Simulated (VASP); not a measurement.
# Cu12F in VASP: a series of runs

The runs below take Cu12F through single point, with PBE.

Everything below comes from runs of VASP 6.6.1. Logs are shortened: lines on timing, memory, paths and dates and some standing lists are left out, and cuts for length are marked.

### 1 The cell of the first run

The cell holds a slab with vacuum, 13 atoms: a = 5.132 Å, b = 5.132 Å, c = 19.028 Å, α = 90.00°, β = 90.00°, γ = 90.00°.

### 2 Single point, PBE

INCAR reads:

```
ALGO = Normal ; DIPOL = 0.5 0.5 0.316
EDIFF = 1E-6 ; ENCUT = 520
GGA = PE ; IDIPOL = 3
ISIF = 2 ; ISMEAR = 0
LASPH = True ; LCHARG = True
LDIPOL = True ; LELF = True
LREAL = False ; LVACPOTAV = True
LVHAR = True ; LWAVE = False
NBANDS = 82 ; NELM = 60
PREC = Accurate ; SIGMA = 0.1
```

KPOINTS reads:

```
k-points
0
Gamma
  5 5 1
```

POSCAR reads:

```
Cu12F
1.0
    5.1319544646      0.0000000000      0.0000000000
    0.0000000000      5.1319544646      0.0000000000
    0.0000000000      0.0000000000     19.0279312465
Cu F
12 1
Direct
    0.2500000000      0.2500000000      0.2102172826
    0.2500000000      0.7500000000      0.2102172826
    0.7500000000      0.2500000000      0.2102172826
    0.7500000000      0.7500000000      0.2102172826
    0.0000000000      0.0000000000      0.3029241241
    0.0000000000      0.5000000000      0.3029241241
    0.5000000000      0.0000000000      0.3029241241
    0.5000000000      0.5000000000      0.3029241241
    0.2500000000      0.2500000000      0.3956253125
    0.2500000000      0.7500000000      0.3956253125
    0.7500000000      0.2500000000      0.3956253125
    0.7500000000      0.7500000000      0.3956253125
    0.4166666667      0.5000000000      0.4682526122
```

Potentials or basis: VASP PAW PBE potentials, release 64 (Cu, F).

The run is started by

```
$ cat potpaw_PBE.64/Cu/POTCAR potpaw_PBE.64/F/POTCAR > POTCAR
$ mpirun -np 1 vasp_std > vasp.out
```

OUTCAR:

```text
EDIFF = 1E-6
   ENCUT = 520
   GGA = PE
   ISIF = 2
   ISMEAR = 0
   LASPH = True
   LREAL = False
   NELM = 60
   PREC = Accurate

 ion  position               nearest neighbor table
   1  0.250  0.250  0.210-   5 2.53   6 2.53   7 2.53   8 2.53   2 2.57   3 2.57   2 2.57   3 2.57

   2  0.250  0.750  0.210-   5 2.53   6 2.53   7 2.53   8 2.53   1 2.57   4 2.57   1 2.57   4 2.57

   3  0.750  0.250  0.210-   5 2.53   6 2.53   7 2.53   8 2.53   1 2.57   4 2.57   4 2.57   1 2.57
[... 4 lines left out ...]
                             6 2.57   7 2.57   6 2.57   7 2.57
   6  0.000  0.500  0.303-   9 2.53  10 2.53  11 2.53  12 2.53   1 2.53   2 2.53   3 2.53   4 2.53
                             5 2.57   8 2.57   5 2.57   8 2.57
   7  0.500  0.000  0.303-   9 2.53  10 2.53  11 2.53  12 2.53   1 2.53   2 2.53   3 2.53   4 2.53
                             5 2.57   8 2.57   8 2.57   5 2.57
   8  0.500  0.500  0.303-   9 2.53  10 2.53  11 2.53  12 2.53   1 2.53   2 2.53   3 2.53   4 2.53
                             6 2.57   7 2.57   7 2.57   6 2.57
   9  0.250  0.250  0.396-  13 2.07   6 2.53   7 2.53   8 2.53   5 2.53  11 2.57  10 2.57  10 2.57
                            11 2.57
  10  0.250  0.750  0.396-  13 2.07   6 2.53   7 2.53   8 2.53   5 2.53  12 2.57   9 2.57   9 2.57
                            12 2.57
  11  0.750  0.250  0.396-   5 2.53   6 2.53   7 2.53   8 2.53   9 2.57  12 2.57  12 2.57   9 2.57

  12  0.750  0.750  0.396-   5 2.53   6 2.53   7 2.53   8 2.53  10 2.57  11 2.57  11 2.57  10 2.57

  13  0.417  0.500  0.468-   9 2.07  10 2.07

  LATTYP: Found a simple tetragonal cell.
 ALAT       =     5.1319544646
 C/A-ratio  =     3.7077357911

  Lattice vectors:

 A1 = (   5.1319544646,   0.0000000000,   0.0000000000)
 A2 = (   0.0000000000,   5.1319544646,   0.0000000000)
 A3 = (   0.0000000000,   0.0000000000,  19.0279312465)

Analysis of symmetry for initial positions (statically):
=====================================================================
 Subroutine PRICEL returns:
 Original cell was already a primitive cell.

 Routine SETGRP: Setting up the symmetry group for a
 simple tetragonal supercell.

 Subroutine GETGRP returns: Found  2 space group operations
 (whereof  2 operations were pure point group operations)
 out of a pool of 16 trial point group operations.

The static configuration has the point symmetry C_1h.

Analysis of symmetry for dynamics (positions and initial velocities):
=====================================================================
 Subroutine PRICEL returns:
 Original cell was already a primitive cell.

 Routine SETGRP: Setting up the symmetry group for a
 simple tetragonal supercell.

 Subroutine GETGRP returns: Found  2 space group operations
 (whereof  2 operations were pure point group operations)
 out of a pool of 16 trial point group operations.

The dynamic configuration has the point symmetry C_1h.

 Subroutine INISYM returns: Found  2 space group operations
 (whereof  2 operations are pure point group operations),
 and found     1 'primitive' translations

----------------------------------------------------------------------------------------

                                     Primitive cell

  volume of cell :     501.1378

  direct lattice vectors                    reciprocal lattice vectors
     5.131954465  0.000000000  0.000000000     0.194857536  0.000000000  0.000000000
     0.000000000  5.131954465  0.000000000     0.000000000  0.194857536  0.000000000
     0.000000000  0.000000000 19.027931246     0.000000000  0.000000000  0.052554321

  length of vectors
     5.131954465  5.131954465 19.027931246     0.194857536  0.194857536  0.052554321

  position of ions in fractional coordinates (direct lattice)
     0.250000000  0.250000000  0.210217283
     0.250000000  0.750000000  0.210217283
     0.750000000  0.250000000  0.210217283
     0.750000000  0.750000000  0.210217283
     0.000000000  0.000000000  0.302924124
     0.000000000  0.500000000  0.302924124
     0.500000000  0.000000000  0.302924124
     0.500000000  0.500000000  0.302924124
     0.250000000  0.250000000  0.395625313
     0.250000000  0.750000000  0.395625313
     0.750000000  0.250000000  0.395625313
[... 33 lines left out ...]

  Length of vectors
     0.038971507  0.038971507  0.052554321

  Shift w.r.t. Gamma in fractional coordinates (k-lattice)
     0.000000000  0.000000000  0.000000000

 Subroutine IBZKPT returns following result:
 ===========================================

 Found      9 irreducible k-points:

 Following reciprocal coordinates:
            Coordinates               Weight
  0.000000  0.000000  0.000000      1.000000
  0.200000  0.000000  0.000000      2.000000
  0.000000  0.200000  0.000000      2.000000
  0.400000  0.000000  0.000000      2.000000
  0.000000  0.400000  0.000000      2.000000
  0.200000  0.200000  0.000000      4.000000
  0.400000  0.200000  0.000000      4.000000
 -0.200000  0.400000  0.000000      4.000000
  0.400000  0.400000  0.000000      4.000000
   k-points           NKPTS =      9   k-points in BZ     NKDIM =      9   number of bands    NBANDS=     82
   number of dos      NEDOS =    301   number of ions     NIONS =     13
   total plane-waves  NPLWV = 230400
   dimension x,y,z NGX =    40 NGY =   40 NGZ =  144
   dimension x,y,z NGXF=    80 NGYF=   80 NGZF=  288
   ions per type =              12   1
   NGX,Y,Z   is equivalent  to a cutoff of  12.96, 12.96, 12.58 a.u.
   NGXF,Y,Z  is equivalent  to a cutoff of  25.92, 25.92, 25.16 a.u.
 SYSTEM =  unknown system
   PREC   = accura    normal or accurate (medium, high low for compatibility)
   ISTART =      0    job   : 0-new  1-cont  2-samecut
   ICHARG =      2    charge: 1-file 2-atom 10-const
   ISPIN  =      1    spin polarized calculation?
   LNONCOLLINEAR =      F non collinear calculations
   LSORBIT =      F    spin-orbit coupling
   LASPH  =      T    aspherical Exc in radial PAW
   ENCUT  =  520.0 eV  38.22 Ry    6.18 a.u.   9.54  9.54 35.38*2*pi/ulx,y,z
   NELM   =     60;   NELMIN=  2; NELMDL= -5     # of ELM steps
   EDIFF  = 0.1E-05   stopping-criterion for ELM
   LREAL  =      F    real-space projection
   EDIFFG = 0.1E-04   stopping-criterion for IOM
   NSW    =      0    number of steps for IOM
   IBRION =     -1    ionic relax: 0-MD 1-quasi-New 2-CG
   NFREE  =      0    steps in history (QN), initial steepest desc. (CG)
   ISIF   =      2    stress and relaxation
   ISYM   =      2    0-nonsym 1-usesym 2-fastsym
   POTIM  = 0.5000    time-step for ionic-motion
   TEBEG  =    0.0;   TEEND  =   0.0 temperature during run
   PSTRESS=    0.0 pullay stress
   NELECT =     139.0000    total number of electrons
   NUPDOWN=      -1.0000    fix difference up-down
   EMIN   =  10.00;   EMAX   =-10.00  energy-range for DOS
   EFERMI =   0.00;   METHOD = LEGACY
   ISMEAR =     0;   SIGMA  =   0.10  broadening in eV -4-tet -1-fermi 0-gaus
   EFERMI_NEDOS =   21; number of points for ismear=-14 and -15
   IALGO  =     38    algorithm
   IMIX   =      4    mixing-type and parameters
     AMIX     =   0.40;   BMIX     =  1.00
     AMIX_MAG =   1.60;   BMIX_MAG =  1.00
  volume/ion in A,a.u.               =      38.55       260.14
  Fermi-wavevector in a.u.,A,eV,Ry     =   1.067646  2.017559 15.508853  1.139869
  Thomas-Fermi vector in A             =   2.203269
   LORBIT       =      0    0 simple, 1 ext, 2 COOP (PROOUT), +10 PAW based schemes
   GGA     = PE    functional components
   LHFCALC =     F    Hartree Fock is set to
   AEXX    =    0.0000 exact exchange contribution
   IVDW    =     0    specifies the selected vdW correction
   LEPSILON=     F    determine dielectric tensor
   LRPA    =     F    only Hartree local field effects (RPA)
 non-spin polarized calculation
 Gauss-broadening in eV      SIGMA  =   0.10
  energy-cutoff  :      520.00
  volume of cell :      501.14
 maximum number of plane-waves:     13595
 NGX is ok and might be reduce to    40
   NGX = 19   NGY = 19   NGZ = 71

 dipolmoment           0.000000      0.000000     -0.000004 electrons x Angstroem

 number of electron     138.9999786 magnetization

 dipolmoment           0.000000      0.000000      0.144362 electrons x Angstroem

 Free energy of the ion-electron system (eV)
  ---------------------------------------------------
  ext. energy  EPLUGINS =         0.00000000
  ---------------------------------------------------
  free energy    TOTEN  =       -44.56484520 eV

  energy without entropy =      -44.52883791  energy(sigma->0) =      -44.54684155

 E-fermi :  -1.4007     XC(G=0):  -4.7100

 val. band max:       -1.4340174836   @ k =   0.0000   0.2000   0.0000
 cond. band min:      -1.3557914177   @ k =   0.0000   0.0000   0.0000
 fundamental gap:      0.0782260658
 Fermi energy:        -1.4007058028

 k-point     1 :       0.0000    0.0000    0.0000
  band No.  band energies     occupation
      1     -24.0998      2.00000
      2      -9.6678      2.00000
      3      -7.2823      2.00000
      4      -6.4703      2.00000
      5      -6.4491      2.00000
      6      -6.2076      2.00000
[... 745 lines left out ...]
     80       4.5685      0.00000
     81       4.6312      0.00000
 [bands above 81 left out]

------------------------ aborting loop because EDIFF is reached ----------------------------------------

  FORCE on cell =-STRESS in cart. coord.  units (eV):
  Direction    XX          YY          ZZ          XY          YZ          ZX
  --------------------------------------------------------------------------------------
  -------------------------------------------------------------------------------------
  Total       -3.3212853     -3.2993507      1.2790381      0.0000000      0.0000000     -0.0679511
  in kB      -10.6184128    -10.5482863      4.0891862      0.0000000      0.0000000     -0.2172449
  external PRESSURE =      -5.6925043 kB  Pullay stress =       0.0000000 kB

 VOLUME and BASIS-vectors are now :
 -----------------------------------------------------------------------------
  energy-cutoff  :      520.00
  volume of cell :      501.14
      direct lattice vectors                 reciprocal lattice vectors
     5.131954465  0.000000000  0.000000000     0.194857536  0.000000000  0.000000000
     0.000000000  5.131954465  0.000000000     0.000000000  0.194857536  0.000000000
     0.000000000  0.000000000 19.027931246     0.000000000  0.000000000  0.052554321

 POSITION                                       TOTAL-FORCE (eV/Angst)
 -----------------------------------------------------------------------------------
      1.28299      1.28299      4.00000         0.018372      0.028938     -0.073664
      1.28299      3.84897      4.00000         0.018372     -0.028938     -0.073664
      3.84897      1.28299      4.00000        -0.018364      0.016515     -0.085123
      3.84897      3.84897      4.00000        -0.018364     -0.016515     -0.085123
      0.00000      0.00000      5.76402         0.136361      0.000000      0.259487
      0.00000      2.56598      5.76402        -0.069423      0.000000     -0.033251
      2.56598      0.00000      5.76402        -0.081177      0.000000     -0.001869
      2.56598      2.56598      5.76402         0.075275      0.000000     -0.357900
      1.28299      1.28299      7.52793        -0.165932     -0.276557      0.205425
      1.28299      3.84897      7.52793        -0.165932      0.276557      0.205425
      3.84897      1.28299      7.52793         0.121264     -0.133372      0.008383
      3.84897      3.84897      7.52793         0.121264      0.133372      0.008383
      2.13831      2.56598      8.90988         0.028284      0.000000      0.023492
 -----------------------------------------------------------------------------------
    total drift:                               -0.000459      0.000000      0.000477

  FREE ENERGIE OF THE ION-ELECTRON SYSTEM (eV)
  ---------------------------------------------------
  free  energy   TOTEN  =       -44.5648452028 eV

  energy  without entropy=      -44.5288379071  energy(sigma->0) =      -44.54684155

 vacuum level on the upper side and lower side of the slab         4.250         3.258
```

Run time: 15 min. Hardware: 1 thread of Intel Xeon Platinum 8488C (Sapphire Rapids), shared host; peak memory 0.63 GiB.

Results:

```yaml
Free_energy: -44.5648 eV
Largest_force: 0.382 eV/Å
Band_gap_on_the_k_mesh: zero (an odd number of electrons rules out a gap without spin polarisation)
```

Forces in eV/Å, atoms in the order of the input:
```
Cu   0.018  0.029 -0.074
Cu   0.018 -0.029 -0.074
Cu  -0.018  0.017 -0.085
Cu  -0.018 -0.017 -0.085
Cu   0.136  0.000  0.259
Cu  -0.069  0.000 -0.033
Cu  -0.081  0.000 -0.002
Cu   0.075  0.000 -0.358
Cu  -0.166 -0.277  0.205
Cu  -0.166  0.277  0.205
Cu   0.121 -0.133  0.008
Cu   0.121  0.133  0.008
F    0.028  0.000  0.023
```

### 3 Single point, PBE

INCAR reads:

```
  ALGO = Normal
  DIPOL = 0.5 0.5 0.317
  EDIFF = 1E-6
  ENCUT = 520
  GGA = PE
  IDIPOL = 3
  ISIF = 2
  ISMEAR = 0
  LASPH = T
  LCHARG = F
  LDIPOL = T
  LREAL = F
  LWAVE = F
  NBANDS = 82
  NELM = 100
  PREC = Accurate
  SIGMA = 0.1
```

KPOINTS is that of step 2.

Changes to POSCAR since step 2:

```diff
@@ -20,2 +20,2 @@
     0.7500000000      0.7500000000      0.3956253125
-    0.4166666667      0.5000000000      0.4682526122
+    0.2500000000      0.4166666667      0.4823341100
```

Potentials or basis: VASP PAW PBE potentials, release 64 (Cu, F).

The run is started by

```
$ cat potpaw_PBE.64/Cu/POTCAR potpaw_PBE.64/F/POTCAR > POTCAR
$ mpirun -np 1 vasp_std > vasp.out
```

Run time: 7.6 min. Hardware: 1 thread of AMD EPYC 9R45 (Zen 5), shared host; peak memory 0.61 GiB.

It converged, with:

| Property | Result |
| --- | --- |
| Free energy | -44.3770 eV |
| Largest force | 0.628 eV/Å |
| Band gap on the k mesh | zero (an odd number of electrons rules out a gap without spin polarisation) |

Forces in eV/Å, atoms in the order of the input:
```
Cu   0.000  0.033 -0.048
Cu   0.000 -0.034 -0.068
Cu   0.000  0.016 -0.070
Cu   0.000 -0.016 -0.077
Cu   0.156  0.017  0.068
Cu  -0.073 -0.006 -0.115
Cu  -0.156  0.017  0.068
Cu   0.073 -0.006 -0.115
Cu   0.000 -0.547 -0.041
Cu   0.000 -0.113  0.442
Cu   0.000 -0.107 -0.037
Cu   0.000  0.127 -0.118
F    0.000  0.618  0.111
```

Levels at points of the mesh, in eV from the Fermi level:
| k point | band 65 | band 66 | band 67 | band 68 | band 69 | band 70 | band 71 | band 72 | band 73 | band 74 |
| --- | --- | --- | --- | --- | --- | --- | --- | --- | --- | --- |
| (0.00, 0.00, 0.00) | -1.06 | -1.02 | -0.36 | -0.10 | -0.07 | 0.02 | 0.02 | 0.44 | 0.55 | 1.87 |

With open d or f shells a metallic result of PBE can be an artefact of self-interaction; +U or a hybrid may open a gap.

The gap in the log of VASP goes by the Fermi energy; the results here count the filled bands.